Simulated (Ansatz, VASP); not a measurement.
## Two plane-wave programs on GaB3

```
Ga B
1.0
     3.28222    0.00000    0.00000
     0.00000    3.28222    0.00000
     0.00000    0.00000    3.27697
Ga B
1 3
Direct
  0.00000 0.00000 0.00000
  0.00000 0.50000 0.50000
  0.50000 0.00000 0.50000
  0.50000 0.50000 0.00000
```

Alike in both runs: functional PBE; k mesh 14 × 14 × 14; occupations gaussian, width 0.1 eV; no spin polarisation.

Ansatz relaxed the structure, and its values are those at the end. VASP's run is a single point on that final structure, the one shown.

|  | VASP | Ansatz |
| --- | --- | --- |
| version | VASP 6.6.1 | Ansatz 0.2.0 |
| potentials or method | VASP PAW PBE potentials, release 64 (Ga_d, B), cutoff 520 eV | scalar-relativistic, plane waves, PAW |
| valence electrons in the cell | 22 | 22 |

Ansatz gave:

* gap on the k mesh at the Fermi level (eV): none
* pressure (GPa): 0.0

Question: Which values does VASP return?

Answer: gap on the k mesh at the Fermi level (eV): none; pressure (GPa): 0.2.

A gap of «none» marks a metal or a gap that the smearing closes.
